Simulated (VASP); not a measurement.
# CdAgC4N4 (P-43m) in VASP: notebook

Runs on CdAgC4N4. Level: PBE. Tasks: single point.

Everything below comes from runs of VASP 6.6.1. Logs are shortened: lines on timing, memory, paths and dates and some standing lists are left out, and cuts for length are marked.

## (1) The cell of the first run

It takes space group P-43m (No. 215, cubic). The conventional cell has a = 6.110 Å, b = 6.110 Å, c = 6.110 Å, α = 90.00°, β = 90.00°, γ = 90.00°. Cd (site symmetry -43m) has 4 C at 2.00 Å within 2.7 Å. Within 2.8 Å of Ag (site symmetry -43m) lie 4 N at 2.12 Å. C (site symmetry 3m) has 1 N at 1.17 Å within 1.6 Å. Within 1.6 Å of N (site symmetry 3m) lie 1 C at 1.17 Å.

## (2) Single point, PBE, collinear spin

INCAR reads:

```
PREC = Accurate ; ENCUT = 520
EDIFF = 1E-6 ; ISMEAR = 0
SIGMA = 0.1 ; LREAL = F
LASPH = T ; NELM = 150
ALGO = Normal ; ISIF = 2
LWAVE = F ; LCHARG = F
ISPIN = 2 ; MAGMOM = 0 1 0 0 0 0 0 0 0 0
LORBIT = 11 ; LMAXMIX = 4
GGA = PE ; NBANDS = 44
```

KPOINTS reads:

```
Automatic mesh
0
Gamma
  4 4 4
```

POSCAR reads:

```
CdAgC4N4
1.0
    6.1095205500      0.0000000000      0.0000000000
    0.0000000000      6.1095205500      0.0000000000
    0.0000000000      0.0000000000      6.1095205500
Cd Ag C N
1 1 4 4
Direct
    0.0000000000      0.0000000000      0.0000000000
    0.5000000000      0.5000000000      0.5000000000
    0.1890946900      0.1890946900      0.1890946900
    0.1890946900      0.8109053100      0.8109053100
    0.8109053100      0.1890946900      0.8109053100
    0.8109053100      0.8109053100      0.1890946900
    0.2996598000      0.2996598000      0.2996598000
    0.2996598000      0.7003402000      0.7003402000
    0.7003402000      0.2996598000      0.7003402000
    0.7003402000      0.7003402000      0.2996598000
```

Potentials or basis: VASP PAW PBE potentials, release 64 (Cd, Ag, C, N).

On the command line:

```sh
cat potpaw_PBE.64/Cd/POTCAR potpaw_PBE.64/Ag/POTCAR potpaw_PBE.64/C/POTCAR potpaw_PBE.64/N/POTCAR > POTCAR
mpirun -np 1 vasp_std > vasp.out
```

OUTCAR:

```text
PREC = Accurate
   ENCUT = 520
   EDIFF = 1E-6
   ISMEAR = 0
   LREAL = F
   LASPH = T
   NELM = 150
   ISIF = 2
   ISPIN = 2
   LORBIT = 11
   GGA = PE

 ion  position               nearest neighbor table
   1  0.000  0.000  0.000-   3 2.00   4 2.00   5 2.00   6 2.00
   2  0.500  0.500  0.500-   7 2.12   8 2.12   9 2.12  10 2.12
   3  0.189  0.189  0.189-   7 1.17   1 2.00
   4  0.189  0.811  0.811-   8 1.17   1 2.00
   5  0.811  0.189  0.811-   9 1.17   1 2.00
   6  0.811  0.811  0.189-  10 1.17   1 2.00
   7  0.300  0.300  0.300-   3 1.17   2 2.12
   8  0.300  0.700  0.700-   4 1.17   2 2.12
   9  0.700  0.300  0.700-   5 1.17   2 2.12
  10  0.700  0.700  0.300-   6 1.17   2 2.12

  LATTYP: Found a simple cubic cell.
 ALAT       =     6.1095205500

  Lattice vectors:

 A1 = (   6.1095205500,   0.0000000000,   0.0000000000)
 A2 = (   0.0000000000,   6.1095205500,   0.0000000000)
 A3 = (   0.0000000000,   0.0000000000,   6.1095205500)

Analysis of symmetry for initial positions (statically):
=====================================================================
 Subroutine PRICEL returns:
 Original cell was already a primitive cell.

 Routine SETGRP: Setting up the symmetry group for a
 simple cubic supercell.

 Subroutine GETGRP returns: Found 24 space group operations
 (whereof 24 operations were pure point group operations)
 out of a pool of 48 trial point group operations.

The static configuration has the point symmetry T_d .

Analysis of symmetry for dynamics (positions and initial velocities):
=====================================================================
 Subroutine PRICEL returns:
 Original cell was already a primitive cell.

 Routine SETGRP: Setting up the symmetry group for a
 simple cubic supercell.

 Subroutine GETGRP returns: Found 24 space group operations
 (whereof 24 operations were pure point group operations)
 out of a pool of 48 trial point group operations.

The dynamic configuration has the point symmetry T_d .

Analysis of structural, dynamic, and magnetic symmetry:
=====================================================================
 Subroutine PRICEL returns:
 Original cell was already a primitive cell.

 Routine SETGRP: Setting up the symmetry group for a
 simple cubic supercell.

 Subroutine GETGRP returns: Found 24 space group operations
 (whereof 24 operations were pure point group operations)
 out of a pool of 48 trial point group operations.

The overall configuration has the point symmetry T_d .

 Subroutine INISYM returns: Found 24 space group operations
 (whereof 24 operations are pure point group operations),
 and found     1 'primitive' translations

----------------------------------------------------------------------------------------

                                     Primitive cell

  volume of cell :     228.0454

  direct lattice vectors                    reciprocal lattice vectors
     6.109520550  0.000000000  0.000000000     0.163678965  0.000000000  0.000000000
     0.000000000  6.109520550  0.000000000     0.000000000  0.163678965  0.000000000
     0.000000000  0.000000000  6.109520550     0.000000000  0.000000000  0.163678965

  length of vectors
     6.109520550  6.109520550  6.109520550     0.163678965  0.163678965  0.163678965

  position of ions in fractional coordinates (direct lattice)
     0.000000000  0.000000000  0.000000000
     0.500000000  0.500000000  0.500000000
     0.189094690  0.189094690  0.189094690
     0.189094690  0.810905310  0.810905310
     0.810905310  0.189094690  0.810905310
     0.810905310  0.810905310  0.189094690
     0.299659800  0.299659800  0.299659800
     0.299659800  0.700340200  0.700340200
     0.700340200  0.299659800  0.700340200
     0.700340200  0.700340200  0.299659800

  ion indices of the primitive-cell ions
   primitive index   ion index
                 1           1
                 2           2
[... 52 lines left out ...]
   ions per type =               1   1   4   4
   NGX,Y,Z   is equivalent  to a cutoff of  13.06, 13.06, 13.06 a.u.
   NGXF,Y,Z  is equivalent  to a cutoff of  26.12, 26.12, 26.12 a.u.
 SYSTEM =  unknown system
   PREC   = accura    normal or accurate (medium, high low for compatibility)
   ISTART =      0    job   : 0-new  1-cont  2-samecut
   ICHARG =      2    charge: 1-file 2-atom 10-const
   ISPIN  =      2    spin polarized calculation?
   LNONCOLLINEAR =      F non collinear calculations
   LSORBIT =      F    spin-orbit coupling
   LASPH  =      T    aspherical Exc in radial PAW
   ENCUT  =  520.0 eV  38.22 Ry    6.18 a.u.  11.36 11.36 11.36*2*pi/ulx,y,z
   NELM   =    150;   NELMIN=  2; NELMDL= -5     # of ELM steps
   EDIFF  = 0.1E-05   stopping-criterion for ELM
   LREAL  =      F    real-space projection
   EDIFFG = 0.1E-04   stopping-criterion for IOM
   NSW    =      0    number of steps for IOM
   IBRION =     -1    ionic relax: 0-MD 1-quasi-New 2-CG
   NFREE  =      0    steps in history (QN), initial steepest desc. (CG)
   ISIF   =      2    stress and relaxation
   ISYM   =      2    0-nonsym 1-usesym 2-fastsym
   POTIM  = 0.5000    time-step for ionic-motion
   TEBEG  =    0.0;   TEEND  =   0.0 temperature during run
   PSTRESS=    0.0 pullay stress
   NELECT =      59.0000    total number of electrons
   NUPDOWN=      -1.0000    fix difference up-down
   EMIN   =  10.00;   EMAX   =-10.00  energy-range for DOS
   EFERMI =   0.00;   METHOD = LEGACY
   ISMEAR =     0;   SIGMA  =   0.10  broadening in eV -4-tet -1-fermi 0-gaus
   EFERMI_NEDOS =   21; number of points for ismear=-14 and -15
   IALGO  =     38    algorithm
   IMIX   =      4    mixing-type and parameters
     AMIX     =   0.40;   BMIX     =  1.00
     AMIX_MAG =   1.60;   BMIX_MAG =  1.00
  volume/ion in A,a.u.               =      22.80       153.89
  Fermi-wavevector in a.u.,A,eV,Ry     =   1.043162  1.971290 14.805679  1.088187
  Thomas-Fermi vector in A             =   2.177859
   LORBIT       =     11    0 simple, 1 ext, 2 COOP (PROOUT), +10 PAW based schemes
   GGA     = PE    functional components
   LHFCALC =     F    Hartree Fock is set to
   AEXX    =    0.0000 exact exchange contribution
   IVDW    =     0    specifies the selected vdW correction
   LEPSILON=     F    determine dielectric tensor
   LRPA    =     F    only Hartree local field effects (RPA)
 spin polarized calculation
 Gauss-broadening in eV      SIGMA  =   0.10
  energy-cutoff  :      520.00
  volume of cell :      228.05
 maximum number of plane-waves:      6187
 NGX is ok and might be reduce to    48
   NGX = 23   NGY = 23   NGZ = 23

 number of electron      58.9999983 magnetization       0.9721687

 Free energy of the ion-electron system (eV)
  ---------------------------------------------------
  ext. energy  EPLUGINS =         0.00000000
  ---------------------------------------------------
  free energy    TOTEN  =       -65.70007696 eV

  energy without entropy =      -65.66597803  energy(sigma->0) =      -65.68302750

 E-fermi :  -2.8249     XC(G=0):  -6.9553

 val. band max:       -2.8608332083   @ k =   0.2500   0.2500   0.2500
 cond. band min:      -2.7660328015   @ k =   0.5000   0.2500   0.2500
 fundamental gap:      0.0948004067
 Fermi energy:        -2.8248954926

 spin component 1

 k-point     1 :       0.0000    0.0000    0.0000
  band No.  band energies     occupation
      1     -18.9581      1.00000
      2     -18.8810      1.00000
      3     -18.8810      1.00000
      4     -18.8810      1.00000
      5     -10.7311      1.00000
      6     -10.7311      1.00000
[... 429 lines left out ...]
     40       5.6972      0.00000
     41       5.6972      0.00000
 Fermi energy:        -2.8248954926

 spin component 2

 k-point     1 :       0.0000    0.0000    0.0000
  band No.  band energies     occupation
      1     -18.8587      1.00000
      2     -18.7806      1.00000
      3     -18.7806      1.00000
      4     -18.7806      1.00000
      5     -10.6692      1.00000
      6     -10.6692      1.00000
[... 429 lines left out ...]
     40       5.7432      0.00000
     41       5.7432      0.00000
 [bands above 41 left out]

------------------------ aborting loop because EDIFF is reached ----------------------------------------

  FORCE on cell =-STRESS in cart. coord.  units (eV):
  Direction    XX          YY          ZZ          XY          YZ          ZX
  --------------------------------------------------------------------------------------
  -------------------------------------------------------------------------------------
  Total        8.5859855      8.5859855      8.5859855      0.0000000      0.0000000     -0.0000000
  in kB       60.3225019     60.3225019     60.3225019      0.0000000      0.0000000     -0.0000000
  external PRESSURE =      60.3225019 kB  Pullay stress =       0.0000000 kB

 VOLUME and BASIS-vectors are now :
 -----------------------------------------------------------------------------
  energy-cutoff  :      520.00
  volume of cell :      228.05
      direct lattice vectors                 reciprocal lattice vectors
     6.109520550  0.000000000  0.000000000     0.163678965  0.000000000  0.000000000
     0.000000000  6.109520550  0.000000000     0.000000000  0.163678965  0.000000000
     0.000000000  0.000000000  6.109520550     0.000000000  0.000000000  0.163678965

 POSITION                                       TOTAL-FORCE (eV/Angst)
 -----------------------------------------------------------------------------------
      0.00000      0.00000      0.00000         0.000000      0.000000     -0.000000
      3.05476      3.05476      3.05476         0.000000      0.000000     -0.000000
      1.15528      1.15528      1.15528         1.593009      1.593009      1.593009
      1.15528      4.95424      4.95424         1.593009     -1.593009     -1.593009
      4.95424      1.15528      4.95424        -1.593009      1.593009     -1.593009
      4.95424      4.95424      1.15528        -1.593009     -1.593009      1.593009
      1.83078      1.83078      1.83078        -0.187174     -0.187174     -0.187174
      1.83078      4.27874      4.27874        -0.187174      0.187174      0.187174
      4.27874      1.83078      4.27874         0.187174     -0.187174      0.187174
      4.27874      4.27874      1.83078         0.187174      0.187174     -0.187174
 -----------------------------------------------------------------------------------
    total drift:                               -0.000000     -0.000000      0.000000

  FREE ENERGIE OF THE ION-ELECTRON SYSTEM (eV)
  ---------------------------------------------------
  free  energy   TOTEN  =       -65.7000769617 eV

  energy  without entropy=      -65.6659780305  energy(sigma->0) =      -65.68302750

 total charge

# of ion       s       p       d       tot
------------------------------------------
    1        0.529   0.726   9.491  10.746
    2        0.325   0.397   9.044   9.766
    3        0.969   1.634   0.000   2.603
    4        0.969   1.634   0.000   2.603
    5        0.969   1.634   0.000   2.603
    6        0.969   1.634   0.000   2.603
    7        1.307   2.553   0.000   3.861
    8        1.307   2.553   0.000   3.861
    9        1.307   2.553   0.000   3.861
   10        1.307   2.553   0.000   3.861
--------------------------------------------------
tot          9.961  17.870  18.535  46.366

 magnetization (x)

# of ion       s       p       d       tot
------------------------------------------
    1       -0.001   0.022   0.032   0.053
    2       -0.001   0.022   0.384   0.404
    3        0.002   0.033   0.000   0.035
    4        0.002   0.033   0.000   0.035
    5        0.002   0.033   0.000   0.035
    6        0.002   0.033   0.000   0.035
    7        0.006   0.057   0.000   0.063
    8        0.006   0.057   0.000   0.063
    9        0.006   0.057   0.000   0.063
   10        0.006   0.057   0.000   0.063
--------------------------------------------------
tot          0.029   0.404   0.416   0.849
```

Wall time 2.2 min (1 thread of Intel Xeon 6975P-C (Granite Rapids), shared host); peak memory 0.49 GiB.

What came out:

| Quantity | Value |
| --- | --- |
| Free energy | -65.7001 eV |
| Pressure | 6.0 GPa |
| Largest force | 2.759 eV/Å |
| Band gap on the k mesh | zero (filled and empty bands overlap) |
| Net moment | 0.97 μB per cell |
| Site moments | Cd +0.05; Ag +0.40; C +0.04; N +0.06 μB |
| Valence electrons inside the program's atomic spheres | Cd 10.75; Ag 9.77; C 2.60; N 3.86 |

Forces in eV/Å, atoms in the order of the input:
```
Cd   0.000  0.000  0.000
Ag   0.000  0.000  0.000
C    1.593  1.593  1.593
C    1.593 -1.593 -1.593
C   -1.593  1.593 -1.593
C   -1.593 -1.593  1.593
N   -0.187 -0.187 -0.187
N   -0.187  0.187  0.187
N    0.187 -0.187  0.187
N    0.187  0.187 -0.187
```

Caveat: the cell stands under pressure; a moment this small can come from the mesh or the smearing; forces of over 1 eV/Å act on the atoms, so gaps and moduli don't describe the material at rest.

(Continued in part 2 of 2.)

The gap in the log of VASP goes by the Fermi energy; the results here count the filled bands.